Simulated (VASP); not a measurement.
## CrBrO: single point with LDA

CrBrO:

```
Cr O Br
1.0
     3.74254    0.00000    0.00000
     0.00000    3.18858    0.00000
     0.00000    0.00000    7.59942
Cr O Br
2 2 2
Direct
  0.25000 0.25000 0.08163
  0.75000 0.75000 0.91837
  0.25000 0.75000 0.92357
  0.75000 0.25000 0.07643
  0.25000 0.75000 0.32192
  0.75000 0.25000 0.67808
```

* Program: VASP 6.6.1
* Task: single point
* Functional: LDA
* Potentials or basis: VASP PAW LDA potentials, release 64 (Cr_pv, O, Br)
* Cutoff: 520 eV
* k mesh: 5 × 6 × 2
* Occupations: fermi-dirac, width 0.1 eV
* Spin: no spin polarisation

```json
{
  "Pressure": "0.5 GPa",
  "Largest force": "0.064 eV/Å",
  "Band gap on the k mesh": "zero (bands 25 and 26 overlap by 0.25 eV)"
}
```

Forces in eV/Å, atoms in the order of the input:
```
Cr   0.000  0.000  0.064
Cr   0.000  0.000 -0.064
O    0.000  0.000 -0.024
O    0.000  0.000  0.024
Br   0.000  0.000  0.020
Br   0.000  0.000 -0.020
```

Stress tensor (GPa, compression positive):
```
0.78 0.00 0.00
0.00 0.50 0.00
0.00 0.00 0.20
```

Levels at points of the mesh, in eV from the Fermi level:
| k point | band 22 | band 23 | band 24 | band 25 | band 26 | band 27 | band 28 | band 29 |
| --- | --- | --- | --- | --- | --- | --- | --- | --- |
| (0.00, 0.00, 0.00) | -2.01 | -1.60 | -0.97 | -0.45 | -0.10 | 0.05 | 0.13 | 0.71 |
| (0.00, 0.50, 0.00) | -2.55 | -1.30 | -1.30 | -0.06 | -0.06 | 0.32 | 0.32 | 0.85 |
| (0.00, 0.00, 0.50) | -2.01 | -1.84 | -0.95 | -0.24 | -0.09 | -0.08 | 0.05 | 0.94 |
| (0.00, 0.50, 0.50) | -2.57 | -1.26 | -1.26 | -0.14 | -0.14 | 0.30 | 0.30 | 1.02 |

Wall time 75 s on 1 thread of AMD EPYC 7R13 Processor (Zen 3), with other jobs on the host, peak memory 0.17 GiB.

Caveat: the k points lie up to 0.41 Å⁻¹ apart; the run has no spin polarisation, though such a crystal can be magnetic; semilocal functionals often make such compounds metallic where correlation or magnetic order opens a gap, which also shifts bond lengths. Spin polarisation is off, so any magnetic state and its effect on volume and gap are missing.
